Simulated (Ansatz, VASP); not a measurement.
**Two plane-wave programs on PtS4**

```
CELL_PARAMETERS angstrom
3.57133 0.00000 0.00000
-1.78566 3.09286 0.00000
0.00000 0.00000 22.14339
ATOMIC_POSITIONS crystal
S 0.33333 0.66667 0.37065
S 0.66667 0.33333 0.44030
S 0.33333 0.66667 0.55970
S 0.66667 0.33333 0.62935
Pt 0.00000 0.00000 0.50000
```

Alike in both runs: functional PBEsol; k mesh 12 × 12 × 1; occupations gaussian, width 0.05 eV; no spin polarisation.

Ansatz relaxed the structure, and its values are those at the end. VASP's run is a single point on that final structure, the one shown.

```csv
,VASP,Ansatz
version,VASP 6.6.1,Ansatz 0.2.0
potentials or method,"VASP PAW PBE potentials, release 64 (S, Pt), cutoff 400 eV","scalar-relativistic, plane waves, PAW"
valence electrons in the cell,34,42
```

```csv
,VASP,Ansatz,Ansatz less VASP
gap on the k mesh at the Fermi level (eV),none,none,-
rms of the force components (eV/Å),0.012,0.008,-0.0041
```

VASP's potentials were made for PBE, not for PBEsol. A gap of «none» marks a metal or a gap that the smearing closes. VASP's potentials hold 34 valence electrons a cell and Ansatz's 42, so a difference there can come from the potentials and not from the codes. Ansatz's warnings: xc potential rough in thin density.

Neither program's run includes spin-orbit coupling.
